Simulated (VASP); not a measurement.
Wanted: the native input for a VASP 6.6.1 run.

- Task: relaxation of cell and atoms
- Functional: PBE
- Potentials or basis: VASP PAW PBE potentials, release 64 (Si, B)
- Cutoff: 600 eV
- k mesh: 6 × 6 × 6
- Occupations: gaussian, width 0.1 eV
- Spin: no spin polarisation
- Dipole correction: no
- Further INCAR settings: ALGO = Normal; EDIFF = 1e-06; IBRION = 2; EDIFFG = -0.04; NSW = 90; ISIF = 3

The structure of SiB2 lies in POSCAR:

```
SiB2
1.0
    0.0000000000      2.5741201600      2.5741201600
    2.5741201600      0.0000000000      2.5741201600
    2.5741201600      2.5741201600      0.0000000000
Si B
1 2
Direct
    0.0000000000      0.0000000000      0.0000000000
    0.2500000000      0.2500000000      0.2500000000
    0.7500000000      0.7500000000      0.7500000000
```

The cell was built from a structure type or drawn by symmetry, and may not be a known phase.

One way to write it, as run:

INCAR

```
SYSTEM = SiB2
ALGO     = Normal         ! electronic algorithm
EDIFF    = 1E-6           ! SCF threshold, eV
EDIFFG   = -0.04          ! ionic threshold
ENCUT    = 600            ! plane-wave cutoff, eV
GGA      = PE             ! functional
IBRION   = 2              ! ionic algorithm
ISIF     = 3              ! what is computed and relaxed
ISMEAR   = 0              ! smearing method
LASPH    = .True.         ! aspherical terms in the spheres
LCHARG   = .False.        ! write CHGCAR
LREAL    = .False.        ! projectors in reciprocal space
LWAVE    = .False.        ! write WAVECAR
NELM     = 60             ! most SCF steps
NSW      = 90             ! ionic steps
PREC     = Accurate       ! precision mode
SIGMA    = 0.1            ! smearing width, eV
```

KPOINTS

```
k-points
0
Gamma
  6 6 6
  0 0 0
```

Potentials or basis: VASP PAW PBE potentials, release 64 (Si, B).

Command:

```sh
$ cat potpaw_PBE.64/Si/POTCAR potpaw_PBE.64/B/POTCAR > POTCAR
$ mpirun -np 1 vasp_std > vasp.out
```

Results of the run:

```yaml
Relaxed_volume: 9.69 Å³/atom
Relaxed_cell: a = 3.451 Å, b = 3.451 Å, c = 3.451 Å, α = 60.00°, β = 60.00°, γ = 60.00°
Space_group_after_relaxing_to_0.1_Å: Fm-3m (No. 225)
Energy_gained_by_relaxing: 99.5 meV/atom
Ionic_steps: 3
Pressure_after_relaxing: 0.3 GPa
Band_gap_on_the_k_mesh: zero (bands 5 and 6 overlap by 1.48 eV)
```

It took 8.6 s on 1 thread of Intel(R) Xeon(R) 6975P-C (Granite Rapids), with other jobs on the host, peak memory 0.16 GiB.
